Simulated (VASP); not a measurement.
# ZnS (P6_3mc) in VASP: a series of runs

ZnS is run at these levels: PBE; tasks: single point.

All numbers are computed with VASP 6.6.1; they aren't measurements. Logs are shortened: lines on timing, memory, paths and dates and some standing lists are left out, and cuts for length are marked.

**1. The cell of the first run**

The structure is hexagonal, space group P6_3mc (No. 186). Conventional cell: a = 3.922 Å, b = 3.922 Å, c = 6.424 Å, α = 90.00°, β = 90.00°, γ = 120.00°. Zn (site symmetry 3m) has 4 S at 2.40 to 2.41 Å within 3.2 Å. S (site symmetry 3m) has 4 Zn at 2.40 to 2.41 Å within 3.2 Å.

**2. Single point, PBE (volume scaled by 1.06, then relaxed in part)**

The input, INCAR:

```
SYSTEM = ZnS
  PREC = Accurate
  ENCUT = 520
  EDIFF = 1E-6
  ISMEAR = 0
  SIGMA = 0.02
  LREAL = .False.
  LASPH = .True.
  NELM = 100
  ALGO = Normal
  ISIF = 2
  LWAVE = .False.
  LCHARG = .True.
  GGA = PE
  LELF = .True.
  LVHAR = .True.
  NBANDS = 26
```

The input, KPOINTS:

```
Automatic mesh
0
Gamma
  12 12 6
  0 0 0
```

The input, POSCAR:

```
ZnS
1.0
    3.9224440429      0.0000000000      0.0000000000
   -1.9612220214      3.3969361861      0.0000000000
    0.0000000000      0.0000000000      6.4236864064
Zn S
2 2
Direct
    0.3333333333      0.6666666667      0.0050555997
    0.6666666667      0.3333333333      0.5050555997
    0.3333333333      0.6666666667      0.3799443903
    0.6666666667      0.3333333333      0.8799443903
```

Potentials or basis: VASP PAW PBE potentials, release 64 (Zn, S).

Started as:

```bash
> cat potpaw_PBE.64/Zn/POTCAR potpaw_PBE.64/S/POTCAR > POTCAR
> mpirun -np 1 vasp_std > vasp.out
```

OUTCAR:

```text
SYSTEM = ZnS
   PREC = Accurate
   ENCUT = 520
   EDIFF = 1E-6
   ISMEAR = 0
   LREAL = .False.
   LASPH = .True.
   NELM = 100
   ISIF = 2
   GGA = PE

 ion  position               nearest neighbor table
   1  0.333  0.667  0.005-   4 2.40   4 2.40   4 2.40   3 2.41
   2  0.667  0.333  0.505-   3 2.40   3 2.40   3 2.40   4 2.41
   3  0.333  0.667  0.380-   2 2.40   2 2.40   2 2.40   1 2.41
   4  0.667  0.333  0.880-   1 2.40   1 2.40   1 2.40   2 2.41

  LATTYP: Found a hexagonal cell.
 ALAT       =     3.9224440429
 C/A-ratio  =     1.6376744540

  Lattice vectors:

 A1 = (   3.9224440429,   0.0000000000,   0.0000000000)
 A2 = (  -1.9612220214,   3.3969361861,   0.0000000000)
 A3 = (   0.0000000000,   0.0000000000,   6.4236864064)

Analysis of symmetry for initial positions (statically):
=====================================================================
 Subroutine PRICEL returns:
 Original cell was already a primitive cell.

 Routine SETGRP: Setting up the symmetry group for a
 hexagonal supercell.

 Subroutine GETGRP returns: Found 12 space group operations
 (whereof  6 operations were pure point group operations)
 out of a pool of 24 trial point group operations.

The static configuration has the point symmetry C_3v.
 The point group associated with its full space group is C_6v.

Analysis of symmetry for dynamics (positions and initial velocities):
=====================================================================
 Subroutine PRICEL returns:
 Original cell was already a primitive cell.

 Routine SETGRP: Setting up the symmetry group for a
 hexagonal supercell.

 Subroutine GETGRP returns: Found 12 space group operations
 (whereof  6 operations were pure point group operations)
 out of a pool of 24 trial point group operations.

The dynamic configuration has the point symmetry C_3v.
 The point group associated with its full space group is C_6v.

 Subroutine INISYM returns: Found 12 space group operations
 (whereof  6 operations are pure point group operations),
 and found     1 'primitive' translations

----------------------------------------------------------------------------------------

                                     Primitive cell

  volume of cell :      85.5911

  direct lattice vectors                    reciprocal lattice vectors
[... 77 lines left out ...]
   dimension x,y,z NGXF=    60 NGYF=   60 NGZF=   96
   ions per type =               2   2
   NGX,Y,Z   is equivalent  to a cutoff of  12.71, 12.71, 12.42 a.u.
   NGXF,Y,Z  is equivalent  to a cutoff of  25.43, 25.43, 24.84 a.u.
 SYSTEM =  ZnS
   PREC   = accura    normal or accurate (medium, high low for compatibility)
   ISTART =      0    job   : 0-new  1-cont  2-samecut
   ICHARG =      2    charge: 1-file 2-atom 10-const
   ISPIN  =      1    spin polarized calculation?
   LNONCOLLINEAR =      F non collinear calculations
   LSORBIT =      F    spin-orbit coupling
   LASPH  =      T    aspherical Exc in radial PAW
   ENCUT  =  520.0 eV  38.22 Ry    6.18 a.u.   7.29  7.29 11.94*2*pi/ulx,y,z
   NELM   =    100;   NELMIN=  2; NELMDL= -5     # of ELM steps
   EDIFF  = 0.1E-05   stopping-criterion for ELM
   LREAL  =      F    real-space projection
[... 7 lines left out ...]
   TEBEG  =    0.0;   TEEND  =   0.0 temperature during run
   PSTRESS=    0.0 pullay stress
   NELECT =      36.0000    total number of electrons
   NUPDOWN=      -1.0000    fix difference up-down
   EMIN   =  10.00;   EMAX   =-10.00  energy-range for DOS
   EFERMI =   0.00;   METHOD = LEGACY
   ISMEAR =     0;   SIGMA  =   0.02  broadening in eV -4-tet -1-fermi 0-gaus
   EFERMI_NEDOS =   21; number of points for ismear=-14 and -15
   IALGO  =     38    algorithm
   IMIX   =      4    mixing-type and parameters
     AMIX     =   0.40;   BMIX     =  1.00
     AMIX_MAG =   1.60;   BMIX_MAG =  1.00
  volume/ion in A,a.u.               =      21.40       144.40
  Fermi-wavevector in a.u.,A,eV,Ry     =   1.226590  2.317919 20.470287  1.504524
  Thomas-Fermi vector in A             =   2.361585
   LORBIT       =      0    0 simple, 1 ext, 2 COOP (PROOUT), +10 PAW based schemes
   GGA     = PE    functional components
   LHFCALC =     F    Hartree Fock is set to
   AEXX    =    0.0000 exact exchange contribution
   IVDW    =     0    specifies the selected vdW correction
   LEPSILON=     F    determine dielectric tensor
   LRPA    =     F    only Hartree local field effects (RPA)
 non-spin polarized calculation
 Gauss-broadening in eV      SIGMA  =   0.02
  energy-cutoff  :      520.00
  volume of cell :       85.59
 maximum number of plane-waves:      2352
 NGX is ok and might be reduce to    30
   NGX = 15   NGY = 15   NGZ = 23

 number of electron      35.9999950 magnetization

 Free energy of the ion-electron system (eV)
  ---------------------------------------------------
  ext. energy  EPLUGINS =         0.00000000
  ---------------------------------------------------
  free energy    TOTEN  =       -13.64191805 eV

  energy without entropy =      -13.64191805  energy(sigma->0) =      -13.64191805

 E-fermi :   1.5152     XC(G=0):  -9.2467

 val. band max:        1.4006663003   @ k =   0.0000   0.0000   0.0000
 cond. band min:       3.2289620309   @ k =   0.0000   0.0000   0.0000
 fundamental gap:      1.8282957306
 Fermi energy:         1.5152443938

 k-point     1 :       0.0000    0.0000    0.0000
  band No.  band energies     occupation
      1     -11.2282      2.00000
      2     -10.4378      2.00000
      3      -4.6546      2.00000
      4      -4.6460      2.00000
      5      -4.6460      2.00000
      6      -4.5770      2.00000
[... 685 lines left out ...]
     25       9.9228      0.00000
     26      10.9093      0.00000

 [... further k-points ...]
[... 5 lines left out ...]
  --------------------------------------------------------------------------------------
  -------------------------------------------------------------------------------------
  Total       -1.8391195     -1.8391195     -1.8162997     -0.0000000      0.0000000      0.0000000
  in kB      -34.4264360    -34.4264360    -33.9992710     -0.0000000      0.0000000      0.0000000
  external PRESSURE =     -34.2840477 kB  Pullay stress =       0.0000000 kB

 VOLUME and BASIS-vectors are now :
 -----------------------------------------------------------------------------
  energy-cutoff  :      520.00
  volume of cell :       85.59
      direct lattice vectors                 reciprocal lattice vectors
     3.922444043  0.000000000  0.000000000     0.254943089  0.147191461  0.000000000
    -1.961222021  3.396936186  0.000000000     0.000000000  0.294382922  0.000000000
     0.000000000  0.000000000  6.423686406     0.000000000  0.000000000  0.155673851

 POSITION                                       TOTAL-FORCE (eV/Angst)
 -----------------------------------------------------------------------------------
     -0.00000      2.26462      0.03248         0.000000     -0.000000     -0.005053
      1.96122      1.13231      3.24432        -0.000000      0.000000     -0.005053
     -0.00000      2.26462      2.44064        -0.000000      0.000000      0.005053
      1.96122      1.13231      5.65249         0.000000     -0.000000      0.005053
 -----------------------------------------------------------------------------------
    total drift:                               -0.000001     -0.000001      0.000565

  FREE ENERGIE OF THE ION-ELECTRON SYSTEM (eV)
  ---------------------------------------------------
  free  energy   TOTEN  =       -13.6419180483 eV

  energy  without entropy=      -13.6419180483  energy(sigma->0) =      -13.64191805
```

Wall time 2.5 min (1 thread of Intel Xeon Platinum 8259CL at 2.50GHz (Skylake/Cascade Lake), shared host); peak memory 0.29 GiB.

What came out:

| Quantity | Value |
| --- | --- |
| Free energy | -13.6419 eV |
| Pressure | -3.4 GPa |
| Largest force | 0.005 eV/Å |
| Band gap on the k mesh | 1.83 eV, direct |

Forces in eV/Å, atoms in the order of the input:
```
Zn   0.000  0.000 -0.005
Zn   0.000  0.000 -0.005
S    0.000  0.000  0.005
S    0.000  0.000  0.005
```

**3. Single point, PBE (volume scaled by 1.10, then relaxed in part)**

The input, INCAR:

```
SYSTEM = ZnS
PREC = Accurate
ENCUT = 520
EDIFF = 1E-6
ISMEAR = 0
SIGMA = 0.02
LREAL = .FALSE.
LASPH = .TRUE.
NELM = 60
ALGO = Normal
ISIF = 2
LWAVE = .FALSE.
LCHARG = .TRUE.
GGA = PE
LELF = .TRUE.
LVHAR = .TRUE.
NBANDS = 26
```

The input, KPOINTS:

```
regular mesh
0
G
  12 12 6
  0 0 0
```

The input, POSCAR:

```
ZnS
1.0
    3.9721365608      0.0000000000      0.0000000000
   -1.9860682804      3.4399711689      0.0000000000
    0.0000000000      0.0000000000      6.5003437361
Zn S
2 2
Direct
    0.3333333333      0.6666666667      0.0049200832
    0.6666666667      0.3333333333      0.5049200832
    0.3333333333      0.6666666667      0.3800799068
    0.6666666667      0.3333333333      0.8800799068
```

Potentials or basis: VASP PAW PBE potentials, release 64 (Zn, S).

Started as:

```bash
> cat potpaw_PBE.64/Zn/POTCAR potpaw_PBE.64/S/POTCAR > POTCAR
> mpirun -np 1 vasp_std > vasp.out
```

Wall time 2.3 min (1 thread of Intel Xeon Platinum 8259CL at 2.50GHz (Skylake/Cascade Lake), shared host); peak memory 0.29 GiB.

It converged, with:

```
Free energy            : -13.5545 eV
Pressure               : -5.2 GPa
Largest force          : 0.006 eV/Å
Band gap on the k mesh : 1.67 eV, direct
```

Forces in eV/Å, atoms in the order of the input:
```
Zn   0.000  0.000 -0.006
Zn   0.000  0.000 -0.006
S    0.000  0.000  0.006
S    0.000  0.000  0.006
```

Levels at points of the mesh, in eV from the valence-band top:
```tsv
k point	band 14	band 15	band 16	band 17	band 18	band 19	band 20	band 21	band 22	band 23
(0.00, 0.00, 0.00)	-0.73	-0.73	-0.05	0.00	0.00	1.67	2.86	6.36	6.36	6.63
(0.50, 0.00, 0.00)	-3.66	-2.72	-1.83	-1.35	-0.72	3.71	3.91	5.21	6.90	6.96
(0.00, 0.00, 0.50)	-2.59	-0.38	-0.38	-0.38	-0.38	3.17	3.17	6.55	6.55	6.78
(0.50, 0.00, 0.50)	-4.30	-1.34	-1.34	-1.32	-1.32	3.48	3.48	5.27	5.27	8.61
```

 A k mesh can miss the band edges.
